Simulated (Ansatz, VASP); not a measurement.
# Al2Cu: VASP beside Ansatz

```
Al Cu
1.0
     4.10518    0.00000    0.00000
     0.00000    4.10518    0.00000
     0.00000    0.00000    2.89131
Al Cu
2 1
Direct
  0.50000 0.00000 0.50000
  0.00000 0.50000 0.50000
  0.00000 0.00000 0.00000
```

Alike in both runs: task single point; functional r2SCAN; k mesh 5 × 5 × 7; occupations gaussian, width 0.1 eV; no spin polarisation.

|  | VASP | Ansatz |
| --- | --- | --- |
| version | VASP 6.6.1 | Ansatz 0.2.0 |
| potentials or method | VASP PAW PBE potentials, release 64 (Al, Cu), cutoff 520 eV | scalar-relativistic, plane waves, PAW |
| valence electrons in the cell | 17 | 25 |

Ansatz gave:

```
gap on the k mesh at the Fermi level (eV)                     : none
pressure (GPa)                                                : -2.1
traceless stress, the component that is largest in VASP (GPa) : -1.32
```

Estimate VASP's values.

gap on the k mesh at the Fermi level (eV): none; pressure (GPa): -2.2; traceless stress, the component that is largest in VASP (GPa): -1.30.

VASP's potentials were made for PBE, not for r2SCAN. A gap of «none» marks a metal or a gap that the smearing closes. With one functional, cell and mesh, what is left measures potentials, basis and numerics. VASP's potentials hold 17 valence electrons a cell and Ansatz's 25, so a difference there can come from the potentials and not from the codes.
